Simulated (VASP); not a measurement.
The system is Rb2LiInF6.

```
CELL_PARAMETERS angstrom
0.00000 4.28455 4.28455
4.28455 0.00000 4.28455
4.28455 4.28455 0.00000
ATOMIC_POSITIONS crystal
Rb 0.25000 0.25000 0.25000
Rb 0.75000 0.75000 0.75000
Li 0.50000 0.50000 0.50000
In 0.00000 0.00000 0.00000
F 0.24715 0.24715 0.75285
F 0.24715 0.75285 0.75285
F 0.75285 0.75285 0.24715
F 0.24715 0.75285 0.24715
F 0.75285 0.24715 0.75285
F 0.75285 0.24715 0.24715
```

* Program: VASP 6.6.1
* Task: relaxation of cell and atoms
* Functional: PBEsol
* Potentials or basis: VASP PAW PBE potentials, release 64 (Rb_sv, Li_sv, In_d, F)
* Cutoff: 600 eV
* k mesh: 6 × 6 × 6
* Occupations: gaussian, width 0.02 eV
* Spin: no spin polarisation

At the start: pressure -3.1 GPa; volume 15.73 Å³/atom.

Task: How do energy, volume and symmetry change on relaxing?

Result: Over 9 steps the energy falls by 9.8 meV/atom and the volume is 14.67 Å³/atom (-6.8 %); space group Fm-3m (No. 225, to 0.1 Å) before and after.

The path:
```tsv
step	energy change (eV)	largest force (eV/Å)	pressure (GPa)	volume (Å³)
1	0.0000	0.1896	-3.14	157.31
2	-0.0691	0.3082	-0.04	150.39
3	-0.0697	0.2611	-0.34	150.98
4	-0.0868	0.1685	-0.22	149.34
5	-0.0978	0.0245	0.12	146.09
6	-0.0982	0.0101	0.05	146.65
7	-0.0982	0.0049	0.06	146.57
8	-0.0982	0.0085	-0.03	146.73
9	-0.0982	0.0037	0.00	146.67
```

Final structure:
```
Rb Li In F
1.0
     0.00000    4.18573    4.18573
     4.18573    0.00000    4.18573
     4.18573    4.18573    0.00000
Rb Li In F
2 1 1 6
Direct
  0.25000 0.25000 0.25000
  0.75000 0.75000 0.75000
  0.50000 0.50000 0.50000
  0.00000 0.00000 0.00000
  0.24977 0.24977 0.75023
  0.24977 0.75023 0.75023
  0.75023 0.75023 0.24977
  0.24977 0.75023 0.24977
  0.75023 0.24977 0.75023
  0.75023 0.24977 0.24977
```

Caveat: the cutoff is under 1.25 times the usual one of these potentials, so pressure, stress and relaxed cells hold a basis-set (Pulay) error; the PAW data sets were made with another functional, which shifts forces and pressure a little.
